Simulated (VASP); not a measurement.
A run of VASP 6.6.1 is set up as follows.

Contents of POSCAR:

```
TiO
1.0
    2.9821030754      0.0000000000      0.0000000000
   -1.4910515377      2.5825770200      0.0000000000
    0.0000000000      0.0000000000      3.3447433939
Ti O
1 1
Direct
    0.6666666667      0.3333333333      0.0000000000
    0.0000000000      0.0000000000      0.5000000000
```

INCAR.step1

```
PREC = Accurate ; ENCUT = 520
ISMEAR = 0 ; SIGMA = 0.03
LREAL = False ; LASPH = True
NELM = 80 ; NBANDS = 16
GGA = PE ; ALGO = Normal
EDIFF = 1E-4 ; LWAVE = True
LCHARG = False
```

Contents of INCAR.step2:

```
PREC = Accurate ; ENCUT = 520
EDIFF = 1E-7 ; ISMEAR = 0
SIGMA = 0.03 ; LREAL = False
LASPH = True ; NELM = 80
ALGO = Normal ; ISIF = 2
LWAVE = False ; LCHARG = False
METAGGA = R2SCAN ; LMIXTAU = True
NBANDS = 16 ; ISTART = 1
```

Contents of KPOINTS:

```
Automatic mesh
0
Gamma
  12 12 12
```

Potentials or basis: VASP PAW PBE potentials, release 64 (Ti_sv, O).

Launch:

```console
$ cat potpaw_PBE.64/Ti_sv/POTCAR potpaw_PBE.64/O/POTCAR > POTCAR
$ cp INCAR.step1 INCAR
$ mpirun -np 1 vasp_std > vasp.out
$ cp INCAR.step2 INCAR
$ mpirun -np 1 vasp_std > vasp.out
```

Question: Estimate the pressure.

Answer: -39.0 GPa.

Question: Predict the band gap on the k mesh.

Answer: 0.21 eV (least direct gap 0.47 eV).

Stress tensor (GPa, compression positive):
```
-27.04   0.00   0.00
  0.00 -27.04   0.00
  0.00   0.00 -62.85
```

Caveat: the cell stands under tension; the PAW data sets were made with another functional, which shifts forces and pressure a little. A k mesh can miss the band edges.
